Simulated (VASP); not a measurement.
# Mg3Sc (Pm-3m) in VASP: further runs, part 2 of 2

VASP 6.6.1. Earlier steps stand in the parts before.

**4. Single point, LDA**

The input, INCAR:

```
  ALGO = Normal
  EDIFF = 1E-7
  ENCUT = 520
  ISIF = 2
  ISMEAR = 0
  LASPH = True
  LCHARG = False
  LREAL = False
  LWAVE = False
  NBANDS = 16
  NELM = 60
  PREC = Accurate
  SIGMA = 0.1
```

The input, KPOINTS:

```
k-points
0
Gamma
  5 5 5
```

The input, POSCAR:

```
Mg3Sc
1.0
    4.5131440000      0.0000000000      0.0000000000
    0.0000000000      4.5131440000      0.0000000000
    0.0000000000      0.0000000000      4.5131440000
Mg Sc
3 1
Direct
    0.5000000000      0.5000000000      0.0000000000
    0.0000000000      0.5000000000      0.5000000000
    0.5000000000      0.0000000000      0.5000000000
    0.0000000000      0.0000000000      0.0000000000
```

Potentials or basis: VASP PAW LDA potentials, release 64 (Mg, Sc_sv).

The run is started by

```sh
> cat potpaw_LDA.64/Mg/POTCAR potpaw_LDA.64/Sc_sv/POTCAR > POTCAR
> mpirun -np 1 vasp_std > vasp.out
```

OUTCAR:

```text
EDIFF = 1E-7
   ENCUT = 520
   ISIF = 2
   ISMEAR = 0
   LASPH = True
   LREAL = False
   NELM = 60
   PREC = Accurate

 ion  position               nearest neighbor table
   1  0.500  0.500  0.000-   2 3.19   3 3.19   4 3.19   2 3.19   3 3.19   3 3.19   4 3.19   3 3.19
                             2 3.19   4 3.19   2 3.19   4 3.19
   2  0.000  0.500  0.500-   1 3.19   3 3.19   4 3.19   1 3.19   4 3.19   3 3.19   4 3.19   4 3.19
                             1 3.19   3 3.19   1 3.19   3 3.19
   3  0.500  0.000  0.500-   1 3.19   2 3.19   4 3.19   1 3.19   4 3.19   1 3.19   2 3.19   1 3.19
                             2 3.19   4 3.19   4 3.19   2 3.19
   4  0.000  0.000  0.000-   1 3.19   2 3.19   3 3.19   2 3.19   3 3.19   1 3.19   2 3.19   2 3.19
                             1 3.19   3 3.19   3 3.19   1 3.19

  LATTYP: Found a simple cubic cell.
 ALAT       =     4.5131440000

  Lattice vectors:

 A1 = (   4.5131440000,   0.0000000000,   0.0000000000)
 A2 = (   0.0000000000,   4.5131440000,   0.0000000000)
 A3 = (   0.0000000000,   0.0000000000,   4.5131440000)

Analysis of symmetry for initial positions (statically):
=====================================================================
 Subroutine PRICEL returns:
 Original cell was already a primitive cell.

 Routine SETGRP: Setting up the symmetry group for a
 simple cubic supercell.

 Subroutine GETGRP returns: Found 48 space group operations
 (whereof 48 operations were pure point group operations)
 out of a pool of 48 trial point group operations.

The static configuration has the point symmetry O_h .

Analysis of symmetry for dynamics (positions and initial velocities):
=====================================================================
 Subroutine PRICEL returns:
 Original cell was already a primitive cell.

 Routine SETGRP: Setting up the symmetry group for a
 simple cubic supercell.

 Subroutine GETGRP returns: Found 48 space group operations
[... 114 lines left out ...]
  Fermi-wavevector in a.u.,A,eV,Ry     =   0.932707  1.762561 11.836287  0.869943
  Thomas-Fermi vector in A             =   2.059333
   LORBIT       =      0    0 simple, 1 ext, 2 COOP (PROOUT), +10 PAW based schemes
   GGA     = CA    functional components
   LHFCALC =     F    Hartree Fock is set to
   AEXX    =    0.0000 exact exchange contribution
   IVDW    =     0    specifies the selected vdW correction
   LEPSILON=     F    determine dielectric tensor
   LRPA    =     F    only Hartree local field effects (RPA)
 non-spin polarized calculation
 Gauss-broadening in eV      SIGMA  =   0.10
  energy-cutoff  :      520.00
  volume of cell :       91.93
 maximum number of plane-waves:      2517
 NGX is ok and might be reduce to    36
   NGX = 17   NGY = 17   NGZ = 17

 number of electron      17.0000004 magnetization

 Free energy of the ion-electron system (eV)
  ---------------------------------------------------
  ext. energy  EPLUGINS =         0.00000000
  ---------------------------------------------------
  free energy    TOTEN  =       -12.39335685 eV

  energy without entropy =      -12.37979215  energy(sigma->0) =      -12.38657450

 E-fermi :   2.7009     XC(G=0):  -9.1285

 val. band max:        2.6542146408   @ k =   0.2000   0.2000   0.0000
 cond. band min:       2.7147799418   @ k =   0.4000   0.0000   0.0000
 fundamental gap:      0.0605653010
 Fermi energy:         2.7008525286

 k-point     1 :       0.0000    0.0000    0.0000
  band No.  band energies     occupation
      1     -46.5406      2.00000
      2     -25.5138      2.00000
      3     -25.5138      2.00000
      4     -25.5138      2.00000
      5      -3.7356      2.00000
      6       1.9505      2.00000
[... 167 lines left out ...]
      3     -25.5189      2.00000
      4     -25.5189      2.00000
      5      -0.4067      2.00000
      6       0.7411      2.00000
[... 8 lines left out ...]
     15       6.1687      0.00000
     16       6.1687      0.00000

------------------------ aborting loop because EDIFF is reached ----------------------------------------

  FORCE on cell =-STRESS in cart. coord.  units (eV):
  Direction    XX          YY          ZZ          XY          YZ          ZX
  --------------------------------------------------------------------------------------
  -------------------------------------------------------------------------------------
  Total       -1.8043930     -1.8043930     -1.8043930      0.0000000      0.0000000      0.0000000
  in kB      -31.4488039    -31.4488039    -31.4488039      0.0000000      0.0000000      0.0000000
  external PRESSURE =     -31.4488039 kB  Pullay stress =       0.0000000 kB

 VOLUME and BASIS-vectors are now :
 -----------------------------------------------------------------------------
  energy-cutoff  :      520.00
  volume of cell :       91.93
      direct lattice vectors                 reciprocal lattice vectors
     4.513144000  0.000000000  0.000000000     0.221575026  0.000000000  0.000000000
     0.000000000  4.513144000  0.000000000     0.000000000  0.221575026  0.000000000
     0.000000000  0.000000000  4.513144000     0.000000000  0.000000000  0.221575026

 POSITION                                       TOTAL-FORCE (eV/Angst)
 -----------------------------------------------------------------------------------
      2.25657      2.25657      0.00000         0.000000      0.000000      0.000000
      0.00000      2.25657      2.25657         0.000000      0.000000      0.000000
      2.25657      0.00000      2.25657         0.000000      0.000000      0.000000
      0.00000      0.00000      0.00000         0.000000      0.000000      0.000000
 -----------------------------------------------------------------------------------
    total drift:                                0.000000     -0.000000     -0.000000

  FREE ENERGIE OF THE ION-ELECTRON SYSTEM (eV)
  ---------------------------------------------------
  free  energy   TOTEN  =       -12.3933568530 eV

  energy  without entropy=      -12.3797921498  energy(sigma->0) =      -12.38657450
```

OSZICAR:

```text
N       E                     dE             d eps       ncg     rms          rms(c)
DAV:   1     0.886193474455E+02    0.88619E+02   -0.61764E+03   320   0.858E+02
DAV:   2    -0.102834756246E+02   -0.98903E+02   -0.95346E+02   336   0.270E+02
DAV:   3    -0.133953735512E+02   -0.31119E+01   -0.30155E+01   512   0.498E+01
DAV:   4    -0.134539342998E+02   -0.58561E-01   -0.58422E-01   368   0.559E+00
DAV:   5    -0.134552758649E+02   -0.13416E-02   -0.13404E-02   480   0.761E-01    0.539E+00
DAV:   6    -0.124835034872E+02    0.97177E+00   -0.39595E+00   520   0.204E+01    0.146E+00
DAV:   7    -0.124284329977E+02    0.55070E-01   -0.24300E-01   488   0.478E+00    0.958E-01
DAV:   8    -0.123976048862E+02    0.30828E-01   -0.10609E-01   528   0.292E+00    0.437E-01
DAV:   9    -0.123963183528E+02    0.12865E-02   -0.58941E-02   504   0.279E+00    0.300E-01
DAV:  10    -0.123934702265E+02    0.28481E-02   -0.16863E-02   520   0.141E+00    0.642E-02
DAV:  11    -0.123933610202E+02    0.10921E-03   -0.49693E-04   512   0.222E-01    0.127E-02
DAV:  12    -0.123933569688E+02    0.40514E-05   -0.45893E-05   560   0.452E-02    0.249E-03
DAV:  13    -0.123933572245E+02   -0.25569E-06   -0.38705E-06   544   0.207E-02    0.443E-03
DAV:  14    -0.123933568538E+02    0.37067E-06   -0.13057E-06   472   0.128E-02    0.294E-04
DAV:  15    -0.123933568530E+02    0.79217E-09   -0.21265E-08   208   0.123E-03
   1 F= -.12393357E+02 E0= -.12386575E+02  d E =-.135647E-01
```

Wall time 33 s (1 thread of Intel Xeon 8259CL, shared host); peak memory 0.18 GiB.

Results:

| Property | Result |
| --- | --- |
| Free energy | -12.3934 eV |
| Pressure | -3.1 GPa |
| Band gap on the k mesh | zero (an odd number of electrons rules out a gap without spin polarisation) |

Levels at points of the mesh, in eV from the Fermi level:
| k point | band 5 | band 6 | band 7 | band 8 | band 9 | band 10 | band 11 | band 12 |
| --- | --- | --- | --- | --- | --- | --- | --- | --- |
| (0.00, 0.00, 0.00) | -6.44 | -0.75 | -0.75 | 0.40 | 0.40 | 0.40 | 1.23 | 1.23 |

Caveat: the cell stands under tension.

**5. Single point, LDA**

The input, INCAR:

```
SYSTEM = Mg3Sc
PREC = Accurate
ENCUT = 520
EDIFF = 1E-7
ISMEAR = 0
SIGMA = 0.05
LREAL = .False.
LASPH = .True.
NELM = 80
ALGO = Normal
ISIF = 2
LWAVE = .False.
LCHARG = .False.
NBANDS = 16
```

The input, KPOINTS:

```
Automatic mesh
0
Gamma
  5 5 5
  0 0 0
```

POSCAR is that of step 4.

The run is started by

```sh
> cat potpaw_LDA.64/Mg/POTCAR potpaw_LDA.64/Sc_sv/POTCAR > POTCAR
> mpirun -np 1 vasp_std > vasp.out
```

It took 32 s on 1 thread of Intel Xeon 8259CL, shared host; peak memory 0.17 GiB.

It converged, with:

| Quantity | Value |
| --- | --- |
| Free energy | -12.3883 eV |
| Pressure | -3.2 GPa |
| Band gap on the k mesh | zero (an odd number of electrons rules out a gap without spin polarisation) |

Levels at points of the mesh, in eV from the Fermi level:
```csv
k point,band 5,band 6,band 7,band 8,band 9,band 10,band 11,band 12
"(0.00, 0.00, 0.00)",-6.44,-0.75,-0.75,0.39,0.39,0.39,1.22,1.22
```

Caveat: the cell stands under tension.

**6. Summary**

```tsv
smearing	gap on the mesh (eV)	pressure (GPa)
gaussian 0.3 eV	none	-3.0
gaussian 0.2 eV	none	-3.1
gaussian 0.1 eV	none	-3.1
gaussian 0.05 eV	none	-3.2
```

Alike in all rows: task single point; level LDA; potentials or basis VASP PAW LDA potentials, release 64 (Mg, Sc_sv); no spin polarisation; cell as given; k mesh 5 × 5 × 5; cutoff (eV) 520.

Caveats: the cell stands under tension (at least some runs); so wide a smearing shifts energies and pressures (at least some runs).

Total energies depend on the potentials used, so only differences within one code and one set of settings carry meaning.
